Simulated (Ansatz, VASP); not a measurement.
## One calculation of Te, two programs

```
Te
1.0
     5.30272    0.00000    0.00323
     0.00000    2.57488    0.00000
    -1.76234    0.00000    7.92895
Te
1
Direct
  0.00000 0.50000 0.50000
```

Alike in both runs: task single point; functional PBEsol; k mesh 8 × 16 × 6; occupations gaussian, width 0.1 eV; no spin polarisation.

```csv
,VASP,Ansatz
version,VASP 6.6.1,Ansatz 0.2.0
potentials or method,"VASP PAW PBE potentials, release 64 (Te), cutoff 520 eV","scalar-relativistic, plane waves, PAW"
valence electrons in the cell,6,16
```

VASP gave:

- gap on the k mesh at the Fermi level (eV): none
- pressure (GPa): 2.2
- traceless stress, the component that is largest in VASP (GPa): 4.70

Question: What did Ansatz give for the same quantities?

Answer: gap on the k mesh at the Fermi level (eV): none; pressure (GPa): 2.2; traceless stress, the component that is largest in VASP (GPa): 4.58.

VASP's potentials were made for PBE, not for PBEsol. A gap of «none» marks a metal or a gap that the smearing closes. With one functional, cell and mesh, what is left measures potentials, basis and numerics. VASP's potentials hold 6 valence electrons a cell and Ansatz's 16, so a difference there can come from the potentials and not from the codes.

Spin-orbit coupling is off throughout.
